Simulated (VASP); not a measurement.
# TiO2 (C2/c) in VASP: single point with r2SCAN+U

Aim: the single point of TiO2 with r2SCAN+U.

All numbers are computed with VASP 6.6.1; they aren't measurements. Logs are shortened: lines on timing, memory, paths and dates and some standing lists are left out, and cuts for length are marked.

### Step 1. The cell of the first run

It takes space group C2/c (No. 15, monoclinic). Conventional cell: a = 5.907 Å, b = 5.908 Å, c = 5.972 Å, α = 90.00°, β = 118.77°, γ = 90.00°. Within 2.8 Å of Ti (site symmetry 2) lie 6 O at 2.11 to 2.19 Å. O (site symmetry 1) has 3 Ti at 2.11 to 2.19 Å and 2 O at 2.72 to 2.73 Å within 2.8 Å.

### Step 2. Single point, r2SCAN+U, collinear spin

File POSCAR:

```
TiO2
1.0
    2.9533462489     -2.9540240039      0.0000000000
    2.9533462489      2.9540240039      0.0000000000
   -2.8742169907      0.0000000000      5.2350154844
Ti O
2 4
Direct
    0.1341100000      0.8658900000      0.2500000000
    0.8658900000      0.1341100000      0.7500000000
    0.3312210000      0.0887550000      0.6671490000
    0.6687790000      0.9112450000      0.3328510000
    0.9112450000      0.6687790000      0.8328510000
    0.0887550000      0.3312210000      0.1671490000
```

File INCAR.step1:

```
SYSTEM = TiO2
ALGO = Normal ; EDIFF = 1E-4
ENCUT = 520 ; GGA = PE
ISMEAR = 0 ; ISPIN = 2
LASPH = .TRUE. ; LCHARG = .FALSE.
LDAU = .TRUE. ; LDAUJ = 0 0
LDAUL = 2 -1 ; LDAUTYPE = 2
LDAUU = 4 0 ; LMAXMIX = 4
LREAL = .FALSE. ; LWAVE = .TRUE.
MAGMOM = 2.5 2.5 0 0 0 0 ; NBANDS = 37
NELM = 150 ; PREC = Accurate
SIGMA = 0.02
```

File INCAR.step2:

```
SYSTEM = TiO2
ALGO = Normal ; EDIFF = 1E-6
ENCUT = 520 ; ISIF = 2
ISMEAR = 0 ; ISPIN = 2
ISTART = 1 ; LASPH = .TRUE.
LCHARG = .FALSE. ; LDAU = .TRUE.
LDAUJ = 0 0 ; LDAUL = 2 -1
LDAUPRINT = 1 ; LDAUTYPE = 2
LDAUU = 4 0 ; LMAXMIX = 4
LMIXTAU = .TRUE. ; LORBIT = 11
LREAL = .FALSE. ; LWAVE = .FALSE.
MAGMOM = 2.5 2.5 0 0 0 0 ; METAGGA = R2SCAN
NBANDS = 37 ; NELM = 150
PREC = Accurate ; SIGMA = 0.02
```

File KPOINTS:

```
k-points
0
G
  6 6 6
  0 0 0
```

Potentials or basis: VASP PAW PBE potentials, release 64 (Ti_sv, O).

Launch:

```console
cat potpaw_PBE.64/Ti_sv/POTCAR potpaw_PBE.64/O/POTCAR > POTCAR
cp INCAR.step1 INCAR
mpirun -np 1 vasp_std > vasp.out
cp INCAR.step2 INCAR
mpirun -np 1 vasp_std > vasp.out
```

OUTCAR:

```text
SYSTEM = TiO2
   EDIFF = 1E-6
   ENCUT = 520
   ISIF = 2
   ISMEAR = 0
   ISPIN = 2
   ISTART = 1
   LASPH = .TRUE.
   LORBIT = 11
   LREAL = .FALSE.
   METAGGA = R2SCAN
   NELM = 150
   PREC = Accurate

 ion  position               nearest neighbor table
   1  0.134  0.866  0.250-   4 2.11   6 2.11   6 2.16   4 2.16   3 2.19   5 2.19
   2  0.866  0.134  0.750-   5 2.11   3 2.11   5 2.16   3 2.16   6 2.19   4 2.19
   3  0.331  0.089  0.667-   2 2.11   2 2.16   1 2.19
   4  0.669  0.911  0.333-   1 2.11   1 2.16   2 2.19
   5  0.911  0.669  0.833-   2 2.11   2 2.16   1 2.19
   6  0.089  0.331  0.167-   1 2.11   1 2.16   2 2.19

  LATTYP: Found a base centered monoclinic cell.
 ALAT       =     5.9066924978
 B/A-ratio  =     1.0002294871
 C/A-ratio  =     1.0110809974
 COS(beta)  =    -0.4812705001

  Lattice vectors:

 A1 = (   2.9533462489,  -2.9540240039,   0.0000000000)
 A2 = (   2.9533462489,   2.9540240039,   0.0000000000)
 A3 = (  -2.8742169907,   0.0000000000,   5.2350154844)

Analysis of symmetry for initial positions (statically):
=====================================================================
 Subroutine PRICEL returns:
 Original cell was already a primitive cell.

 Routine SETGRP: Setting up the symmetry group for a
 base centered monoclinic supercell.

 Subroutine GETGRP returns: Found  4 space group operations
 (whereof  2 operations were pure point group operations)
 out of a pool of  4 trial point group operations.

The static configuration has the point symmetry S_2 .
 The point group associated with its full space group is C_2h.

Analysis of symmetry for dynamics (positions and initial velocities):
=====================================================================
 Subroutine PRICEL returns:
 Original cell was already a primitive cell.

 Routine SETGRP: Setting up the symmetry group for a
 base centered monoclinic supercell.

 Subroutine GETGRP returns: Found  4 space group operations
 (whereof  2 operations were pure point group operations)
 out of a pool of  4 trial point group operations.

The dynamic configuration has the point symmetry S_2 .
 The point group associated with its full space group is C_2h.

Analysis of structural, dynamic, and magnetic symmetry:
=====================================================================
 Subroutine PRICEL returns:
 Original cell was already a primitive cell.

 Routine SETGRP: Setting up the symmetry group for a
 base centered monoclinic supercell.

 Subroutine GETGRP returns: Found  4 space group operations
 (whereof  2 operations were pure point group operations)
 out of a pool of  4 trial point group operations.

The overall configuration has the point symmetry S_2 .
 The point group associated with its full space group is C_2h.

 Subroutine INISYM returns: Found  4 space group operations
 (whereof  2 operations are pure point group operations),
 and found     1 'primitive' translations

----------------------------------------------------------------------------------------

                                     Primitive cell

  volume of cell :      91.3432

  direct lattice vectors                    reciprocal lattice vectors
     2.953346249 -2.954024004  0.000000000     0.169299485 -0.169260642  0.092951675
     2.953346249  2.954024004  0.000000000     0.169299485  0.169260642  0.092951675
    -2.874216991  0.000000000  5.235015484     0.000000000  0.000000000  0.191021403

  length of vectors
     4.177141592  4.177141592  5.972144542     0.256810231  0.256810231  0.191021403

  position of ions in fractional coordinates (direct lattice)
     0.134110000  0.865890000  0.250000000
     0.865890000  0.134110000  0.750000000
     0.331221000  0.088755000  0.667149000
     0.668779000  0.911245000  0.332851000
     0.911245000  0.668779000  0.832851000
     0.088755000  0.331221000  0.167149000

  ion indices of the primitive-cell ions
   primitive index   ion index
                 1           1
                 2           2
                 3           3
[... 112 lines left out ...]
  energy-cutoff  :      520.00
  volume of cell :       91.34
 maximum number of plane-waves:      2474
   NGX = 15   NGY = 15   NGZ = 23

 number of electron      48.0000005 magnetization      -0.0000000

atom =   1  type =  1  l = 2

 onsite density matrix

spin component  1

  0.2010  0.0045  0.0000 -0.0000 -0.0000
  0.0045  0.0751  0.0000  0.0000 -0.0000
  0.0000  0.0000  0.2126 -0.0002 -0.0003
 -0.0000  0.0000 -0.0002  0.0745  0.0010
 -0.0000 -0.0000 -0.0003  0.0010  0.0896

spin component  2

  0.2010  0.0045  0.0000 -0.0000 -0.0000
  0.0045  0.0751  0.0000  0.0000 -0.0000
  0.0000  0.0000  0.2126 -0.0002 -0.0003
 -0.0000  0.0000 -0.0002  0.0745  0.0010
 -0.0000 -0.0000 -0.0003  0.0010  0.0896

 occupancies and eigenvectors

  o =  0.0745  v =  0.0000  0.0000  0.0000  0.0000  0.0000  0.0000  0.0000  0.0013  0.9980 -0.0634      0.0000  0.0000  0.0000  0.0000  0.0000  0.0000  0.0000  0.0000  0.0000  0.0000
  o =  0.0745  v =  0.0000  0.0000  0.0013  0.9980 -0.0634  0.0000  0.0000  0.0000  0.0000  0.0000      0.0000  0.0000  0.0000  0.0000  0.0000  0.0000  0.0000  0.0000  0.0000  0.0000
  o =  0.0749  v =  0.0000  0.0000  0.0000  0.0000  0.0000 -0.0358  0.9994  0.0000 -0.0000 -0.0000      0.0000  0.0000  0.0000  0.0000  0.0000  0.0000  0.0000  0.0000  0.0000  0.0000
  o =  0.0749  v = -0.0358  0.9994  0.0000 -0.0000 -0.0000  0.0000  0.0000  0.0000  0.0000  0.0000      0.0000  0.0000  0.0000  0.0000  0.0000  0.0000  0.0000  0.0000  0.0000  0.0000
  o =  0.0897  v =  0.0000  0.0000  0.0000  0.0000  0.0000  0.0000  0.0000  0.0027  0.0634  0.9980      0.0000  0.0000  0.0000  0.0000  0.0000  0.0000  0.0000  0.0000  0.0000  0.0000
  o =  0.0897  v =  0.0000  0.0000  0.0027  0.0634  0.9980  0.0000  0.0000  0.0000  0.0000  0.0000      0.0000  0.0000  0.0000  0.0000  0.0000  0.0000  0.0000  0.0000  0.0000  0.0000
  o =  0.2012  v =  0.0000  0.0000  0.0000  0.0000  0.0000 -0.9994 -0.0358 -0.0000  0.0000  0.0000      0.0000  0.0000  0.0000  0.0000  0.0000  0.0000  0.0000  0.0000  0.0000  0.0000
  o =  0.2012  v = -0.9994 -0.0358 -0.0000  0.0000  0.0000  0.0000  0.0000  0.0000  0.0000  0.0000      0.0000  0.0000  0.0000  0.0000  0.0000  0.0000  0.0000  0.0000  0.0000  0.0000
  o =  0.2126  v =  0.0000  0.0000  0.0000  0.0000  0.0000  0.0000 -0.0000  1.0000 -0.0014 -0.0026      0.0000  0.0000  0.0000  0.0000  0.0000  0.0000  0.0000  0.0000  0.0000  0.0000
  o =  0.2126  v =  0.0000 -0.0000  1.0000 -0.0014 -0.0026  0.0000  0.0000  0.0000  0.0000  0.0000      0.0000  0.0000  0.0000  0.0000  0.0000  0.0000  0.0000  0.0000  0.0000  0.0000

atom =   2  type =  1  l = 2

 onsite density matrix

spin component  1

  0.2010  0.0045  0.0000 -0.0000 -0.0000
  0.0045  0.0751  0.0000  0.0000 -0.0000
  0.0000  0.0000  0.2126 -0.0002 -0.0003
 -0.0000  0.0000 -0.0002  0.0745  0.0010
 -0.0000 -0.0000 -0.0003  0.0010  0.0896

spin component  2

  0.2010  0.0045  0.0000 -0.0000 -0.0000
  0.0045  0.0751  0.0000  0.0000 -0.0000
  0.0000  0.0000  0.2126 -0.0002 -0.0003
 -0.0000  0.0000 -0.0002  0.0745  0.0010
 -0.0000 -0.0000 -0.0003  0.0010  0.0896

 occupancies and eigenvectors

  o =  0.0745  v =  0.0000  0.0000  0.0000  0.0000  0.0000  0.0000  0.0000  0.0013  0.9980 -0.0634      0.0000  0.0000  0.0000  0.0000  0.0000  0.0000  0.0000  0.0000  0.0000  0.0000
  o =  0.0745  v =  0.0000  0.0000  0.0013  0.9980 -0.0634  0.0000  0.0000  0.0000  0.0000  0.0000      0.0000  0.0000  0.0000  0.0000  0.0000  0.0000  0.0000  0.0000  0.0000  0.0000
  o =  0.0749  v =  0.0000  0.0000  0.0000  0.0000  0.0000 -0.0358  0.9994  0.0000 -0.0000 -0.0000      0.0000  0.0000  0.0000  0.0000  0.0000  0.0000  0.0000  0.0000  0.0000  0.0000
  o =  0.0749  v = -0.0358  0.9994  0.0000 -0.0000 -0.0000  0.0000  0.0000  0.0000  0.0000  0.0000      0.0000  0.0000  0.0000  0.0000  0.0000  0.0000  0.0000  0.0000  0.0000  0.0000
  o =  0.0897  v =  0.0000  0.0000  0.0000  0.0000  0.0000  0.0000  0.0000  0.0027  0.0634  0.9980      0.0000  0.0000  0.0000  0.0000  0.0000  0.0000  0.0000  0.0000  0.0000  0.0000
  o =  0.0897  v =  0.0000  0.0000  0.0027  0.0634  0.9980  0.0000  0.0000  0.0000  0.0000  0.0000      0.0000  0.0000  0.0000  0.0000  0.0000  0.0000  0.0000  0.0000  0.0000  0.0000
  o =  0.2012  v =  0.0000  0.0000  0.0000  0.0000  0.0000 -0.9994 -0.0358 -0.0000  0.0000  0.0000      0.0000  0.0000  0.0000  0.0000  0.0000  0.0000  0.0000  0.0000  0.0000  0.0000
  o =  0.2012  v = -0.9994 -0.0358 -0.0000  0.0000  0.0000  0.0000  0.0000  0.0000  0.0000  0.0000      0.0000  0.0000  0.0000  0.0000  0.0000  0.0000  0.0000  0.0000  0.0000  0.0000
  o =  0.2126  v =  0.0000  0.0000  0.0000  0.0000  0.0000  0.0000 -0.0000  1.0000 -0.0014 -0.0026      0.0000  0.0000  0.0000  0.0000  0.0000  0.0000  0.0000  0.0000  0.0000  0.0000
  o =  0.2126  v =  0.0000 -0.0000  1.0000 -0.0014 -0.0026  0.0000  0.0000  0.0000  0.0000  0.0000      0.0000  0.0000  0.0000  0.0000  0.0000  0.0000  0.0000  0.0000  0.0000  0.0000

 number of electron      48.0000005 magnetization       0.0000000

 Free energy of the ion-electron system (eV)
  ---------------------------------------------------
  ext. energy  EPLUGINS =         0.00000000
  ---------------------------------------------------
  free energy    TOTEN  =       -62.05359914 eV

  energy without entropy =      -62.05359914  energy(sigma->0) =      -62.05359914

 E-fermi :   1.2642     XC(G=0):  -9.9614

 val. band max:        0.9832875550   @ k =   0.5000   0.5000   0.0000
 cond. band min:       3.2268262872   @ k =   0.0000   0.0000   0.0000
 fundamental gap:      2.2435387322
 Fermi energy:         1.2642497183

 spin component 1

 k-point     1 :       0.0000    0.0000    0.0000
  band No.  band energies     occupation
      1     -60.0144      1.00000
      2     -60.0010      1.00000
      3     -35.0808      1.00000
      4     -35.0075      1.00000
      5     -35.0069      1.00000
      6     -34.9949      1.00000
[... 1865 lines left out ...]
     35       8.2015      0.00000
     36      11.8948      0.00000

 [... further k-points ...]

 [bands above 36 left out]

------------------------ aborting loop because EDIFF is reached ----------------------------------------

  FORCE on cell =-STRESS in cart. coord.  units (eV):
  Direction    XX          YY          ZZ          XY          YZ          ZX
  --------------------------------------------------------------------------------------
  -------------------------------------------------------------------------------------
  Total      -18.2090144    -18.2083149    -19.6015279      0.0000000      0.0000000     -0.6947424
  in kB     -319.3895251   -319.3772565   -343.8144732      0.0000000      0.0000000    -12.1859116
  external PRESSURE =    -327.5270849 kB  Pullay stress =       0.0000000 kB

 VOLUME and BASIS-vectors are now :
 -----------------------------------------------------------------------------
  energy-cutoff  :      520.00
  volume of cell :       91.34
      direct lattice vectors                 reciprocal lattice vectors
     2.953346249 -2.954024004  0.000000000     0.169299485 -0.169260642  0.092951675
     2.953346249  2.954024004  0.000000000     0.169299485  0.169260642  0.092951675
    -2.874216991  0.000000000  5.235015484     0.000000000  0.000000000  0.191021403

 POSITION                                       TOTAL-FORCE (eV/Angst)
 -----------------------------------------------------------------------------------
      2.23479      2.16170      1.30875        -0.000000     -0.018229      0.000000
      0.79768     -2.16170      3.92626        -0.000000      0.018229      0.000000
     -0.67720     -0.71625      3.49254         0.101375     -0.181103     -1.196782
      3.70967      0.71625      1.74248        -0.101375      0.181103      1.196782
      2.27256     -0.71625      4.35999        -0.101375     -0.181103      1.196782
      0.75991      0.71625      0.87503         0.101375      0.181103     -1.196782
 -----------------------------------------------------------------------------------
    total drift:                                0.000000      0.000000      0.000000

  FREE ENERGIE OF THE ION-ELECTRON SYSTEM (eV)
  ---------------------------------------------------
  free  energy   TOTEN  =       -62.0535991371 eV

  energy  without entropy=      -62.0535991371  energy(sigma->0) =      -62.05359914

 total charge

# of ion       s       p       d       tot
------------------------------------------
    1        2.165   6.158   1.289   9.612
    2        2.165   6.158   1.289   9.612
    3        1.563   3.409   0.000   4.972
    4        1.563   3.409   0.000   4.972
    5        1.563   3.409   0.000   4.972
    6        1.563   3.409   0.000   4.972
--------------------------------------------------
tot         10.581  25.952   2.578  39.112

 magnetization (x)

# of ion       s       p       d       tot
------------------------------------------
    1       -0.000  -0.000  -0.000  -0.000
    2       -0.000  -0.000  -0.000  -0.000
    3       -0.000  -0.000   0.000  -0.000
    4       -0.000  -0.000   0.000  -0.000
    5       -0.000  -0.000   0.000  -0.000
    6       -0.000  -0.000   0.000  -0.000
--------------------------------------------------
tot         -0.000  -0.000  -0.000  -0.000
```

Wall time 32 min (1 thread of Oxide Virtual Turin-like, shared host); peak memory 0.45 GiB.

What came out:

```
Free energy                                           : -62.0536 eV
Pressure                                              : -32.8 GPa
Largest force                                         : 1.215 eV/Å
Band gap on the k mesh                                : 2.24 eV (least direct gap 2.52 eV)
Net moment                                            : 0.00 μB per cell
Valence electrons inside the program's atomic spheres : Ti 9.61; O 4.97
```

Forces on the atoms (eV/Å):
```
Ti   0.000 -0.018  0.000
Ti   0.000  0.018  0.000
O    0.101 -0.181 -1.197
O   -0.101  0.181  1.197
O   -0.101 -0.181  1.197
O    0.101  0.181 -1.197
```

Levels at points of the mesh, in eV from the valence-band top:
Spin up:
| k point | band 21 | band 22 | band 23 | band 24 | band 25 | band 26 | band 27 | band 28 |
| --- | --- | --- | --- | --- | --- | --- | --- | --- |
| (0.00, 0.00, 0.00) | -0.79 | -0.78 | -0.30 | -0.29 | 2.24 | 2.68 | 3.26 | 3.31 |
| (0.50, 0.00, 0.00) | -1.27 | -1.15 | -0.66 | -0.60 | 2.93 | 2.98 | 3.02 | 3.20 |
| (0.50, 0.50, 0.00) | -1.73 | -1.57 | -0.03 | 0.00 | 2.96 | 2.96 | 3.12 | 3.33 |
| (0.00, 0.00, 0.50) | -1.28 | -1.28 | -0.17 | -0.17 | 2.46 | 2.46 | 3.18 | 3.18 |
| (0.50, 0.00, 0.50) | -1.27 | -1.16 | -0.65 | -0.59 | 2.89 | 3.00 | 3.08 | 3.10 |
| (0.50, 0.50, 0.50) | -1.65 | -1.65 | -0.02 | -0.02 | 2.96 | 2.96 | 3.24 | 3.24 |
Spin down:
| k point | band 22 | band 23 | band 24 | band 25 | band 26 | band 27 |
| --- | --- | --- | --- | --- | --- | --- |
| (0.00, 0.00, 0.00) | -0.78 | -0.30 | -0.29 | 2.24 | 2.68 | 3.26 |
| (0.50, 0.00, 0.00) | -1.15 | -0.66 | -0.60 | 2.93 | 2.98 | 3.02 |
| (0.50, 0.50, 0.00) | -1.57 | -0.03 | 0.00 | 2.96 | 2.96 | 3.12 |
| (0.00, 0.00, 0.50) | -1.28 | -0.17 | -0.17 | 2.46 | 2.46 | 3.18 |
| (0.50, 0.00, 0.50) | -1.16 | -0.65 | -0.59 | 2.89 | 3.00 | 3.08 |
| (0.50, 0.50, 0.50) | -1.65 | -0.02 | -0.02 | 2.96 | 2.96 | 3.23 |

Eigenvalues of the final occupation matrices:
```
    site  spin  trace               eigenvalues
site 1 d     1   0.65  0.07 0.07 0.09 0.20 0.21
site 1 d     2   0.65  0.07 0.07 0.09 0.20 0.21
site 2 d     1   0.65  0.07 0.07 0.09 0.20 0.21
site 2 d     2   0.65  0.07 0.07 0.09 0.20 0.21
```

Caveat: the cell stands under tension; the PAW data sets were made with another functional, which shifts forces and pressure a little. A k mesh can miss the band edges.
